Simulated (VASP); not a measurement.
The system is Mo.

```
CELL_PARAMETERS angstrom
2.73551 0.00000 0.00000
-1.36776 2.36902 0.00000
0.00000 0.00000 2.55518
ATOMIC_POSITIONS crystal
Mo 0.00000 0.00000 0.50000
```

Program: VASP 6.6.1. Alike in all runs: task single point; level LDA; potentials or basis VASP PAW LDA potentials, release 64 (Mo_sv); no spin polarisation; cell as given; cutoff (eV) 500; smearing fermi-dirac 0.15 eV.

Task: Order these runs on this cell by their pressure, lowest first.
A. k mesh 4 × 4 × 4
B. k mesh 3 × 3 × 3
C. k mesh 9 × 9 × 9
D. k mesh 7 × 7 × 7

Result: D (-8.3 GPa), C (-5.9 GPa), B (-3.2 GPa), A (-1.2 GPa).

Caveats: some runs use coarse meshes.
